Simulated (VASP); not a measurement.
TiO2: electric field gradients with PBE

The system is TiO2.

```
CELL_PARAMETERS angstrom
-5.09744 5.09744 1.48372
5.09744 -5.09744 1.48372
5.09744 5.09744 -1.48372
ATOMIC_POSITIONS crystal
Ti 0.64445 0.17259 0.81704
Ti 0.17259 0.35555 0.52813
Ti 0.82741 0.64445 0.47187
Ti 0.35555 0.82741 0.18296
O 0.83626 0.45898 0.29525
O 0.45898 0.16374 0.62272
O 0.54102 0.83626 0.37728
O 0.16374 0.54102 0.70475
O 0.15661 0.79096 0.94757
O 0.79096 0.84339 0.63436
O 0.84339 0.20904 0.05243
O 0.20904 0.15661 0.36564
```

```
Program                : VASP 6.6.1
Task                   : electric field gradients
Functional             : PBE
Potentials or basis    : VASP PAW PBE potentials, release 64 (Ti_sv, O)
Cutoff                 : 520 eV
k mesh                 : 8 × 8 × 8
Occupations            : fermi-dirac, width 0.02 eV
Spin                   : no spin polarisation
Dipole correction      : no
Further INCAR settings : ALGO = Normal; EDIFF = 1e-08; NBANDS = 60
```

| Property | Result |
| --- | --- |
| Pressure | 3.5 GPa |
| Largest force | 0.222 eV/Å |
| Band gap on the k mesh | 2.60 eV, indirect (least direct gap 2.72 eV) |

Forces in eV/Å, atoms in the order of the input:
```
Ti   0.069 -0.023  0.000
Ti   0.023  0.069  0.000
Ti  -0.023 -0.069  0.000
Ti  -0.069  0.023  0.000
O    0.062 -0.037  0.000
O    0.037  0.062  0.000
O   -0.037 -0.062  0.000
O   -0.062  0.037  0.000
O    0.165 -0.148  0.000
O    0.148  0.165  0.000
O   -0.165  0.148  0.000
O   -0.148 -0.165  0.000
```

Stress tensor (GPa, compression positive):
```
3.53 0.00 0.00
0.00 3.53 0.00
0.00 0.00 3.44
```

Levels at points of the mesh, in eV from the valence-band top:
```csv
k point,band 44,band 45,band 46,band 47,band 48,band 49,band 50,band 51,band 52,band 53
"(0.00, 0.00, 0.00)",-0.92,-0.46,-0.27,-0.27,-0.21,2.97,3.09,3.11,3.11,3.29
"(0.50, 0.00, 0.00)",-1.11,-0.94,-0.84,-0.70,-0.65,2.93,2.93,3.22,3.24,3.69
"(0.50, 0.50, 0.00)",-0.69,-0.66,-0.65,-0.15,-0.01,2.85,2.92,3.15,3.16,3.18
"(0.50, 0.50, 0.50)",-0.68,-0.68,-0.58,-0.34,-0.20,2.86,3.02,3.02,3.04,3.06
```

Electric field gradients, principal values (V/Å²):
```tsv
atom	least	middle	greatest (by size)
1 Ti	-0.064	-21.160	21.224
2 Ti	-0.065	-21.160	21.226
3 Ti	-0.065	-21.160	21.226
4 Ti	-0.064	-21.160	21.224
5 O	7.933	9.023	-16.956
6 O	7.932	9.023	-16.955
7 O	7.932	9.023	-16.955
8 O	7.933	9.023	-16.956
9 O	-2.394	-5.517	7.911
10 O	-2.397	-5.517	7.914
11 O	-2.394	-5.517	7.911
12 O	-2.397	-5.517	7.914
```

Wall time 21 min on 1 thread of Intel(R) Xeon(R) 6975P-C (Granite Rapids), with other jobs on the host, peak memory 0.75 GiB.

Caveat: without QUAD_EFG the Cq values of the log hold for a quadrupole moment of 1 mb, not for the nuclei. A k mesh can miss the band edges.
